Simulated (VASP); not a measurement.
# W (Im-3m) in VASP: a series of runs

The runs below take W through single point, with PBE, r2SCAN, PBEsol.

Program: VASP 6.6.1. These are calculated values, not measurements. Logs are shortened: lines on timing, memory, paths and dates and some standing lists are left out, and cuts for length are marked.

**1. The cell of the first run**

It takes space group Im-3m (No. 229, cubic). The conventional cell has a = 3.328 Å, b = 3.328 Å, c = 3.328 Å, α = 90.00°, β = 90.00°, γ = 90.00°. Within 3.8 Å of W (site symmetry m-3m) lie 14 W at 2.88 to 3.33 Å.

**2. Single point, PBE (strained)**

Input file INCAR:

```
ALGO     = Normal         # electronic algorithm
EDIFF    = 1E-6           # SCF threshold, eV
ENCUT    = 520            # plane-wave cutoff, eV
GGA      = PE             # functional
ISIF     = 2              # what is computed and relaxed
ISMEAR   = 0              # smearing method
LASPH    = True           # aspherical terms in the spheres
LCHARG   = False          # write CHGCAR
LREAL    = False          # projectors in reciprocal space
LWAVE    = False          # write WAVECAR
NBANDS   = 13             # bands
NELM     = 60             # most SCF steps
PREC     = Accurate       # precision mode
SIGMA    = 0.1            # smearing width, eV
```

Input file KPOINTS:

```
k-points
0
Gamma
  18 18 18
```

Input file POSCAR:

```
W
1.0
   -1.6639553290      1.6639553290      1.6639553290
    1.6639553290     -1.6639553290      1.6639553290
    1.6639553290      1.6639553290     -1.6639553290
W
1
Direct
    0.0000000000      0.0000000000      0.0000000000
```

Potentials or basis: VASP PAW PBE potentials, release 64 (W_sv).

The run is started by

```
> cat potpaw_PBE.64/W_sv/POTCAR > POTCAR
> mpirun -np 1 vasp_std > vasp.out
```

OUTCAR:

```text
EDIFF = 1E-6
   ENCUT = 520
   GGA = PE
   ISIF = 2
   ISMEAR = 0
   LASPH = True
   LREAL = False
   NELM = 60
   PREC = Accurate

 ion  position               nearest neighbor table
   1  0.000  0.000  0.000-

  LATTYP: Found a body centered cubic cell.
 ALAT       =     3.3279106580

  Lattice vectors:

 A1 = (  -1.6639553290,   1.6639553290,   1.6639553290)
 A2 = (   1.6639553290,  -1.6639553290,   1.6639553290)
 A3 = (   1.6639553290,   1.6639553290,  -1.6639553290)

Analysis of symmetry for initial positions (statically):
=====================================================================
 Subroutine PRICEL returns:
 Original cell was already a primitive cell.

 Routine SETGRP: Setting up the symmetry group for a
 body centered cubic supercell.

 Subroutine GETGRP returns: Found 48 space group operations
 (whereof 48 operations were pure point group operations)
 out of a pool of 48 trial point group operations.

The static configuration has the point symmetry O_h .

Analysis of symmetry for dynamics (positions and initial velocities):
=====================================================================
 Subroutine PRICEL returns:
 Original cell was already a primitive cell.

 Routine SETGRP: Setting up the symmetry group for a
 body centered cubic supercell.

 Subroutine GETGRP returns: Found 48 space group operations
 (whereof 48 operations were pure point group operations)
 out of a pool of 48 trial point group operations.

The dynamic configuration has the point symmetry O_h .

 Subroutine INISYM returns: Found 48 space group operations
 (whereof 48 operations are pure point group operations),
 and found     1 'primitive' translations

----------------------------------------------------------------------------------------

                                     Primitive cell

  volume of cell :      18.4283

  direct lattice vectors                    reciprocal lattice vectors
    -1.663955329  1.663955329  1.663955329     0.000000000  0.300488836  0.300488836
     1.663955329 -1.663955329  1.663955329     0.300488836  0.000000000  0.300488836
     1.663955329  1.663955329 -1.663955329     0.300488836  0.300488836  0.000000000

  length of vectors
     2.882055171  2.882055171  2.882055171     0.424955387  0.424955387  0.424955387

  position of ions in fractional coordinates (direct lattice)
     0.000000000  0.000000000  0.000000000

  ion indices of the primitive-cell ions
   primitive index   ion index
                 1           1

----------------------------------------------------------------------------------------

 KPOINTS: k-points

Automatic generation of k-mesh.
 Grid dimensions read from file:
 generate k-points for:   18   18   18

 Generating k-lattice:

  Cartesian coordinates                     Fractional coordinates (reciprocal lattice)
     0.000000000  0.016693824  0.016693824     0.055555556  0.000000000  0.000000000
     0.016693824  0.000000000  0.016693824     0.000000000  0.055555556  0.000000000
     0.016693824  0.016693824  0.000000000     0.000000000  0.000000000  0.055555556

  Length of vectors
     0.023608633  0.023608633  0.023608633

  Shift w.r.t. Gamma in fractional coordinates (k-lattice)
     0.000000000  0.000000000  0.000000000

 Subroutine IBZKPT returns following result:
 ===========================================

 Found    195 irreducible k-points:

 Following reciprocal coordinates:
            Coordinates               Weight
  0.000000  0.000000  0.000000      1.000000
  0.055556  0.000000  0.000000     12.000000
  0.111111  0.000000  0.000000     12.000000
  0.166667  0.000000  0.000000     12.000000
  0.222222  0.000000  0.000000     12.000000
  0.277778  0.000000  0.000000     12.000000
[... 16 lines left out ...]
  0.333333  0.111111 -0.000000     48.000000
  0.388889  0.111111  0.000000     48.000000
 [... further k-points ...]
   k-points           NKPTS =    195   k-points in BZ     NKDIM =    195   number of bands    NBANDS=     13
   number of dos      NEDOS =    301   number of ions     NIONS =      1
   total plane-waves  NPLWV =  13824
   dimension x,y,z NGX =    24 NGY =   24 NGZ =   24
   dimension x,y,z NGXF=    48 NGYF=   48 NGZF=   48
   ions per type =               1
   NGX,Y,Z   is equivalent  to a cutoff of  13.84, 13.84, 13.84 a.u.
   NGXF,Y,Z  is equivalent  to a cutoff of  27.69, 27.69, 27.69 a.u.
 SYSTEM =  unknown system
   PREC   = accura    normal or accurate (medium, high low for compatibility)
   ISTART =      0    job   : 0-new  1-cont  2-samecut
   ICHARG =      2    charge: 1-file 2-atom 10-const
   ISPIN  =      1    spin polarized calculation?
   LNONCOLLINEAR =      F non collinear calculations
   LSORBIT =      F    spin-orbit coupling
   LASPH  =      T    aspherical Exc in radial PAW
   ENCUT  =  520.0 eV  38.22 Ry    6.18 a.u.   5.36  5.36  5.36*2*pi/ulx,y,z
   NELM   =     60;   NELMIN=  2; NELMDL= -5     # of ELM steps
   EDIFF  = 0.1E-05   stopping-criterion for ELM
   LREAL  =      F    real-space projection
   EDIFFG = 0.1E-04   stopping-criterion for IOM
   NSW    =      0    number of steps for IOM
   IBRION =     -1    ionic relax: 0-MD 1-quasi-New 2-CG
   NFREE  =      0    steps in history (QN), initial steepest desc. (CG)
   ISIF   =      2    stress and relaxation
   ISYM   =      2    0-nonsym 1-usesym 2-fastsym
   POTIM  = 0.5000    time-step for ionic-motion
   TEBEG  =    0.0;   TEEND  =   0.0 temperature during run
   PSTRESS=    0.0 pullay stress
   NELECT =      14.0000    total number of electrons
   NUPDOWN=      -1.0000    fix difference up-down
   EMIN   =  10.00;   EMAX   =-10.00  energy-range for DOS
   EFERMI =   0.00;   METHOD = LEGACY
   ISMEAR =     0;   SIGMA  =   0.10  broadening in eV -4-tet -1-fermi 0-gaus
   EFERMI_NEDOS =   21; number of points for ismear=-14 and -15
   IALGO  =     38    algorithm
   IMIX   =      4    mixing-type and parameters
     AMIX     =   0.40;   BMIX     =  1.00
     AMIX_MAG =   1.60;   BMIX_MAG =  1.00
  volume/ion in A,a.u.               =      18.43       124.36
  Fermi-wavevector in a.u.,A,eV,Ry     =   1.493789  2.822851 30.360106  2.231405
  Thomas-Fermi vector in A             =   2.606144
   LORBIT       =      0    0 simple, 1 ext, 2 COOP (PROOUT), +10 PAW based schemes
   GGA     = PE    functional components
   LHFCALC =     F    Hartree Fock is set to
   AEXX    =    0.0000 exact exchange contribution
   IVDW    =     0    specifies the selected vdW correction
   LEPSILON=     F    determine dielectric tensor
   LRPA    =     F    only Hartree local field effects (RPA)
 non-spin polarized calculation
 Gauss-broadening in eV      SIGMA  =   0.10
  energy-cutoff  :      520.00
  volume of cell :       18.43
 maximum number of plane-waves:       531
 NGX is ok and might be reduce to    24
   NGX = 11   NGY = 11   NGZ = 11

 number of electron      14.0000002 magnetization

 Free energy of the ion-electron system (eV)
  ---------------------------------------------------
  ext. energy  EPLUGINS =         0.00000000
  ---------------------------------------------------
  free energy    TOTEN  =       -12.71232244 eV

  energy without entropy =      -12.70790583  energy(sigma->0) =      -12.71011413

 E-fermi :   9.3663     XC(G=0): -12.8081

 val. band max:        9.3612701861   @ k =  -0.4444   0.4444   0.2778
 cond. band min:       9.3680671570   @ k =  -0.1667   0.1667   0.0556
 fundamental gap:      0.0067969709
 Fermi energy:         9.3663139018

 k-point     1 :       0.0000    0.0000    0.0000
  band No.  band energies     occupation
      1     -65.0257      2.00000
      2     -28.7576      2.00000
      3     -28.7576      2.00000
      4     -28.7576      2.00000
      5       0.5997      2.00000
      6       8.3730      2.00000
      7       8.3730      2.00000
      8       8.3730      2.00000
      9      11.2872      0.00000
     10      11.2872      0.00000
     11      23.5347      0.00000
     12      23.5347      0.00000
     13      23.5347      0.00000

 k-point     2 :       0.0556    0.0000    0.0000
  band No.  band energies     occupation
      1     -65.0236      2.00000
      2     -28.7821      2.00000
      3     -28.7655      2.00000
      4     -28.7576      2.00000
      5       0.7253      2.00000
      6       8.3009      2.00000
      7       8.3579      2.00000
      8       8.4909      2.00000
      9      11.1775      0.00000
     10      11.2894      0.00000
     11      23.6329      0.00000
     12      23.7483      0.00000
     13      23.8001      0.00000

 k-point     3 :       0.1111    0.0000    0.0000
  band No.  band energies     occupation
      1     -65.0178      2.00000
      2     -28.8523      2.00000
      3     -28.7885      2.00000
      4     -28.7576      2.00000
      5       1.0910      2.00000
      6       8.1005      2.00000
      7       8.2909      2.00000
      8       8.8407      2.00000
      9      10.9344      0.00000
     10      11.3005      0.00000
     11      23.8641      0.00000
     12      24.3710      0.00000
     13      24.4530      0.00000
[... 305 lines left out ...]
 k-point    23 :       0.3333    0.1111   -0.0000
  band No.  band energies     occupation
      1     -64.9637      2.00000
      2     -29.4272      2.00000
      3     -29.0076      2.00000
      4     -28.7923      2.00000
      5       4.2811      2.00000
      6       6.7063      2.00000
      7       8.0799      2.00000
      8      10.9820      0.00000
      9      11.9124      0.00000
     10      13.7311      0.00000
     11      19.4963      0.00000
     12      21.7616      0.00000
     13      24.9741      0.00000

 k-point    24 :       0.3889    0.1111    0.0000
  band No.  band energies     occupation
      1     -64.9582      2.00000
      2     -29.4810      2.00000
      3     -29.0347      2.00000
      4     -28.7928      2.00000
      5       4.3674      2.00000
      6       6.5871      2.00000
      7       8.6658      2.00000
      8      11.0379      0.00000
      9      12.0843      0.00000
     10      14.5711      0.00000
     11      18.2731      0.00000
     12      21.2053      0.00000
     13      24.0967      0.00000

 [... further k-points ...]
[... 5 lines left out ...]
  --------------------------------------------------------------------------------------
  -------------------------------------------------------------------------------------
  Total       -3.4637734     -3.4637734     -3.4637734      0.0000000      0.0000000     -0.0000000
  in kB     -301.1445953   -301.1445953   -301.1445953      0.0000000      0.0000000     -0.0000000
  external PRESSURE =    -301.1445953 kB  Pullay stress =       0.0000000 kB

 VOLUME and BASIS-vectors are now :
 -----------------------------------------------------------------------------
  energy-cutoff  :      520.00
  volume of cell :       18.43
      direct lattice vectors                 reciprocal lattice vectors
    -1.663955329  1.663955329  1.663955329     0.000000000  0.300488836  0.300488836
     1.663955329 -1.663955329  1.663955329     0.300488836  0.000000000  0.300488836
     1.663955329  1.663955329 -1.663955329     0.300488836  0.300488836  0.000000000

 POSITION                                       TOTAL-FORCE (eV/Angst)
 -----------------------------------------------------------------------------------
      0.00000      0.00000      0.00000         0.000000     -0.000000     -0.000000
 -----------------------------------------------------------------------------------
    total drift:                                0.000000      0.000000     -0.000000

  FREE ENERGIE OF THE ION-ELECTRON SYSTEM (eV)
  ---------------------------------------------------
  free  energy   TOTEN  =       -12.7123224386 eV

  energy  without entropy=      -12.7079058281  energy(sigma->0) =      -12.71011413
```

Run time: 11 s. Hardware: 1 thread of Intel Xeon 6975P-C (Granite Rapids), shared host; peak memory 0.17 GiB.

Results:

| Property | Result |
| --- | --- |
| Free energy | -12.7123 eV |
| Pressure | -30.1 GPa |
| Band gap on the k mesh | zero (band 7 reaches 13.53 eV, above the bottom of band 8 at 8.37 eV) |

Caveat: the cell differs from its parent crystal (strained); spin-orbit coupling is left out, which moves the levels of the heavy elements.

**3. Single point, r2SCAN (functional r2SCAN, strained)**

Input file POSCAR:

```
W
1.0
   -1.6114840240      1.6114840240      1.6114840240
    1.6114840240     -1.6114840240      1.6114840240
    1.6114840240      1.6114840240     -1.6114840240
W
1
Direct
    0.0000000000      0.0000000000      0.0000000000
```

Input file INCAR.step1:

```
SYSTEM = W
PREC     = Accurate       ! precision mode
ENCUT    = 520            ! plane-wave cutoff, eV
ISMEAR   = 0              ! smearing method
SIGMA    = 0.1            ! smearing width, eV
LREAL    = .False.        ! projectors in reciprocal space
LASPH    = .True.         ! aspherical terms in the spheres
NELM     = 60             ! most SCF steps
NBANDS   = 13             ! bands
GGA      = PE             ! functional
ALGO     = Normal         ! electronic algorithm
EDIFF    = 1E-4           ! SCF threshold, eV
LWAVE    = .True.         ! write WAVECAR
LCHARG   = .False.        ! write CHGCAR
```

Input file INCAR.step2:

```
SYSTEM = W
PREC     = Accurate       ! precision mode
ENCUT    = 520            ! plane-wave cutoff, eV
EDIFF    = 1E-6           ! SCF threshold, eV
ISMEAR   = 0              ! smearing method
SIGMA    = 0.1            ! smearing width, eV
LREAL    = .False.        ! projectors in reciprocal space
LASPH    = .True.         ! aspherical terms in the spheres
NELM     = 60             ! most SCF steps
ALGO     = Normal         ! electronic algorithm
ISIF     = 2              ! what is computed and relaxed
LWAVE    = .False.        ! write WAVECAR
LCHARG   = .False.        ! write CHGCAR
METAGGA  = R2SCAN         ! meta-GGA
LMIXTAU  = .True.       
NBANDS   = 13             ! bands
ISTART   = 1
```

Input file KPOINTS:

```
Automatic mesh
0
Gamma
  18 18 18
  0 0 0
```

Potentials or basis: VASP PAW PBE potentials, release 64 (W_sv).

The run is started by

```
> cat potpaw_PBE.64/W_sv/POTCAR > POTCAR
> cp INCAR.step1 INCAR
> mpirun -np 1 vasp_std > vasp.out
> cp INCAR.step2 INCAR
> mpirun -np 1 vasp_std > vasp.out
```

It took 46 s on 1 thread of Intel Xeon 6975P-C (Granite Rapids), shared host; peak memory 0.17 GiB.

Results (log left out):

| Quantity | Value |
| --- | --- |
| Free energy | -51.3141 eV |
| Pressure | -13.6 GPa |
| Band gap on the k mesh | zero (band 7 reaches 15.46 eV, above the bottom of band 8 at 9.32 eV) |

Levels at points of the mesh, in eV from the Fermi level:
| k point | band 3 | band 4 | band 5 | band 6 | band 7 | band 8 | band 9 | band 10 | band 11 | band 12 |
| --- | --- | --- | --- | --- | --- | --- | --- | --- | --- | --- |
| (0.00, 0.00, 0.00) | -39.11 | -39.11 | -9.80 | -1.18 | -1.18 | -1.18 | 2.46 | 2.46 | 15.15 | 15.15 |
| (0.50, 0.00, 0.00) | -39.49 | -39.12 | -6.18 | -3.47 | 0.37 | 2.26 | 3.25 | 5.87 | 10.79 | 11.95 |
| (0.50, 0.50, 0.50) | -39.92 | -39.92 | -5.55 | -5.55 | 4.96 | 4.96 | 4.96 | 8.12 | 8.12 | 8.12 |

Caveat: the cell differs from its parent crystal (functional r2SCAN, strained); the PAW data sets were made with another functional, which shifts forces and pressure a little; spin-orbit coupling is left out, which moves the levels of the heavy elements.

**4. Single point, PBE**

This run uses another cell than the first one, of 16.30 Å³/atom, 0.885 times its volume.

Input file INCAR:

```
SYSTEM = W
  PREC = Accurate
  ENCUT = 500
  EDIFF = 1E-6
  ISMEAR = 0
  SIGMA = 0.1
  LREAL = .False.
  LASPH = .True.
  NELM = 120
  ALGO = Normal
  ISIF = 2
  LWAVE = .False.
  LCHARG = .True.
  GGA = PE
  LELF = .True.
  LVHAR = .True.
  NBANDS = 13
  GGA_COMPAT = .False.
```

Input file KPOINTS:

```
regular mesh
0
Gamma
  8 8 8
  0 0 0
```

Input file POSCAR:

```
W
1.0
   -1.5973000000      1.5973000000      1.5973000000
    1.5973000000     -1.5973000000      1.5973000000
    1.5973000000      1.5973000000     -1.5973000000
W
1
Direct
    0.0000000000      0.0000000000      0.0000000000
```

The run is started by

```
> cat potpaw_PBE.64/W_sv/POTCAR > POTCAR
> mpirun -np 1 vasp_std > vasp.out
```

It took 8 s on 1 thread of Intel Xeon 8259CL, shared host; peak memory 0.12 GiB.

The run converged. Its results:

| Property | Result |
| --- | --- |
| Free energy | -12.9552 eV |
| Pressure | -2.3 GPa |
| Band gap on the k mesh | zero (band 7 reaches 16.01 eV, above the bottom of band 8 at 9.86 eV) |

Levels at points of the mesh, in eV from the Fermi level:
```csv
k point,band 5,band 6,band 7,band 8,band 9,band 10
"(0.00, 0.00, 0.00)",-9.28,-0.98,-0.98,-0.98,2.40,2.40
"(0.50, 0.00, 0.00)",-5.89,-3.23,0.79,2.28,3.22,6.11
"(0.50, 0.50, 0.50)",-5.41,-5.41,5.17,5.17,5.17,8.23
```

Caveat: spin-orbit coupling is left out, which moves the levels of the heavy elements.

[end of part 1 of 2]
